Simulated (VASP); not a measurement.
Crystal: I.

```
I
1.0
     3.63503   -2.39502    0.00000
     3.63503    2.39502    0.00000
     0.00000    0.00000    9.79344
I
4
Direct
  0.64930 0.35070 0.38440
  0.14930 0.85070 0.11560
  0.35070 0.64930 0.61560
  0.85070 0.14930 0.88440
```

```yaml
Program: VASP 6.6.1
Task: relaxation of cell and atoms
Functional: PBEsol
Dispersion: D3(BJ)
Potentials_or_basis: VASP PAW PBE potentials, release 64 (I)
Cutoff: 600 eV
k_mesh: 7 × 7 × 3
Occupations: fermi-dirac, width 0.05 eV
Spin: no spin polarisation
```

At the start: pressure -1.0 GPa; volume 42.63 Å³/atom.

Question: Where does the relaxation end?

Answer: Over 24 steps the energy falls by 86.5 meV/atom and the volume is 35.76 Å³/atom (-16.1 %); space group Cmce (No. 64, to 0.1 Å) before and after.

Step by step:
```tsv
step	energy change (eV)	largest force (eV/Å)	pressure (GPa)	volume (Å³)
1	0.0000	0.7605	-0.98	170.52
2	-0.1363	0.4036	-1.36	164.19
3	-0.2699	0.4231	-0.93	148.40
4	-0.2736	0.2644	-1.19	151.26
5	-0.2468	0.3930	2.20	139.27
6	-0.2980	0.2577	0.03	146.18
7	-0.3143	0.1847	0.09	145.26
8	-0.3278	0.2277	0.28	143.18
9	-0.3335	0.0758	-0.39	144.05
10	-0.3339	0.1009	-0.27	143.88
11	-0.3425	0.0574	-0.03	142.84
12	-0.3447	0.0334	0.19	142.02
13	-0.3452	0.0438	-0.09	142.91
14	-0.3454	0.0304	-0.01	142.65
15	-0.3458	0.0140	0.00	142.88
16	-0.3459	0.0049	0.02	143.11
17	-0.3459	0.0039	0.01	143.07
18	-0.3459	0.0062	0.00	143.00
19	-0.3459	0.0042	0.01	143.05
20	-0.3459	0.0039	0.02	143.06
21	-0.3460	0.0050	-0.06	143.25
22	-0.3460	0.0043	-0.06	143.23
23	-0.3461	0.0038	-0.05	143.19
24	-0.3461	0.0094	-0.04	143.05
```

Final structure:
```cif
data_structure
_symmetry_space_group_name_H-M 'P 1'
_symmetry_Int_Tables_number 1
_cell_length_a 4.1057
_cell_length_b 4.1057
_cell_length_c 9.5049
_cell_angle_alpha 90.000
_cell_angle_beta 90.000
_cell_angle_gamma 63.231
_cell_volume 143.05
loop_
_atom_site_label
_atom_site_type_symbol
_atom_site_fract_x
_atom_site_fract_y
_atom_site_fract_z
_atom_site_occupancy
I1 I 0.68118 0.31882 0.37702 1
I2 I 0.18118 0.81882 0.12298 1
I3 I 0.31882 0.68118 0.62298 1
I4 I 0.81882 0.18118 0.87702 1
```

Caveat: the volume moved by over 15 % at a fixed basis, so the end points are rough; the PAW data sets were made with another functional, which shifts forces and pressure a little.
